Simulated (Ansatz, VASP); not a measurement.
## One calculation of Au, two programs

```
CELL_PARAMETERS angstrom
0.00000 2.07905 2.07905
2.07905 0.00000 2.07905
2.07905 2.07905 0.00000
ATOMIC_POSITIONS crystal
Au 0.00000 0.00000 0.00000
```

Alike in both runs: functional PBE; k mesh 18 × 18 × 18; occupations gaussian, width 0.1 eV; no spin polarisation.

Ansatz relaxed the structure, and its values are those at the end. VASP's run is a single point on that final structure, the one shown.

|  | VASP | Ansatz |
| --- | --- | --- |
| version | VASP 6.6.1 | Ansatz 0.2.0 |
| potentials or method | VASP PAW PBE potentials, release 64 (Au), cutoff 520 eV | scalar-relativistic, plane waves, PAW |
| valence electrons in the cell | 11 | 19 |

Ansatz gave:

| Item | Value |
| --- | --- |
| gap on the k mesh at the Fermi level (eV) | none |
| pressure (GPa) | 0.0 |

Q: Which values does VASP return?

A: gap on the k mesh at the Fermi level (eV): none; pressure (GPa): -0.3.

A gap of «none» marks a metal or a gap that the smearing closes. The functional is the same, so the differences come from potentials, cutoffs and numerics. VASP's potentials hold 11 valence electrons a cell and Ansatz's 19, so a difference there can come from the potentials and not from the codes.

Neither program's run includes spin-orbit coupling.
